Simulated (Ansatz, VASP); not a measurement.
# Two plane-wave programs on Sb

The input INCAR:

```
SYSTEM = Sb
ALGO = Normal
DIPOL = 0.5 0.5 0.500
EDIFF = 1E-6
ENCUT = 520
GGA = PS
IDIPOL = 3
ISIF = 2
ISMEAR = -1
LASPH = .TRUE.
LCHARG = .TRUE.
LDIPOL = .TRUE.
LELF = .TRUE.
LREAL = .FALSE.
LVACPOTAV = .TRUE.
LVHAR = .TRUE.
LWAVE = .FALSE.
NBANDS = 20
NELM = 60
PREC = Accurate
SIGMA = 0.1
```

KPOINTS

```
k-points
0
G
  11 11 1
  0 0 0
```

File POSCAR:

```
Sb
1.0
    3.3338465325      0.0000000000      0.0000000000
    0.0000000000      3.3338465325      0.0000000000
    0.0000000000      0.0000000000     25.4295000000
Sb
5
Direct
    0.0000000000      0.0000000000      0.3145944287
    0.5000000000      0.5000000000      0.4072972141
    0.0000000000      0.0000000000      0.5000000000
    0.5000000000      0.5000000000      0.5927027859
    0.0000000000      0.0000000000      0.6854055713
```

Input for Ansatz:

```yaml
crystal:
  lattice:
    - [3.3338465325, 0.0, 0.0]
    - [0.0, 3.3338465325, 0.0]
    - [0.0, 0.0, 25.4295]
  atoms:
    - { symbol: Sb, position: [0.0, 0.0, 0.3145944287] }
    - { symbol: Sb, position: [0.5, 0.5, 0.4072972141] }
    - { symbol: Sb, position: [0.0, 0.0, 0.5] }
    - { symbol: Sb, position: [0.5, 0.5, 0.5927027859] }
    - { symbol: Sb, position: [0.0, 0.0, 0.6854055713] }
kpoints:
  mp_grid: { grid: [11, 11, 1] }
scf:
  occupations: { method: fermi_dirac, width: 0.1 }
hamiltonian:
  xc: pbesol
  pseudopotentials: { kind: paw }
output:
  forces: true
  stress: true
  eigenvalues: true
  populations: true
efield:
  axis: 3
  amplitude: 0
  dipole_correction: true
```

Alike in both runs: task single point; functional PBEsol; k mesh 11 × 11 × 1; occupations fermi-dirac, width 0.1 eV; no spin polarisation.

|  | VASP | Ansatz |
| --- | --- | --- |
| version | VASP 6.6.1 | Ansatz 0.2.0 |
| potentials or method | VASP PAW PBE potentials, release 64 (Sb) | PAW with Ansatz's default frozen-core files, scalar-relativistic |
| plane-wave cutoff (eV) | 520 | 420 |
| valence electrons in the cell | 25 | 75 |

```csv
,VASP,Ansatz,Ansatz less VASP
rms of the force components (eV/Å),0.164,0.164,-0.0004
```

VASP's potentials were made for PBE, not for PBEsol. Atom by atom the forces differ by 0.000 eV/Å (rms over components). VASP's potentials hold 25 valence electrons a cell and Ansatz's 75, so a difference there can come from the potentials and not from the codes.

Spin-orbit coupling is off throughout.
